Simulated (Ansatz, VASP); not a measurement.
**Two plane-wave programs on Ag**

```
CELL_PARAMETERS angstrom
-3.31131 -3.31131 3.31131
-3.31131 3.31131 -3.31131
3.31131 -3.31131 -3.31131
ATOMIC_POSITIONS crystal
Ag 0.50000 0.50000 0.50000
Ag 0.00000 0.50000 0.50000
Ag 0.50000 0.00000 0.50000
Ag 0.00000 0.00000 0.50000
Ag 0.50000 0.50000 0.00000
Ag 0.00000 0.50000 0.00000
Ag 0.50000 0.00000 0.00000
Ag 0.00000 0.00000 0.00000
```

Alike in both runs: task single point; functional LDA; k mesh 10 × 10 × 10; occupations gaussian, width 0.15 eV; no spin polarisation.

|  | VASP | Ansatz |
| --- | --- | --- |
| version | VASP 6.6.1 | Ansatz 0.2.0 |
| potentials or method | VASP PAW LDA potentials, release 64 (Ag), cutoff 520 eV | scalar-relativistic, plane waves, PAW |
| valence electrons in the cell | 88 | 152 |

Ansatz gave:

- gap on the k mesh at the Fermi level (eV): none
- pressure (GPa): -11.4

Q: Which values does VASP return?

A: gap on the k mesh at the Fermi level (eV): none; pressure (GPa): -11.3.

LDA's correlation is that of Perdew and Zunger in VASP and of Perdew and Wang (1992) in Ansatz. A gap of «none» marks a metal or a gap that the smearing closes. VASP's potentials hold 88 valence electrons a cell and Ansatz's 152, so a difference there can come from the potentials and not from the codes.
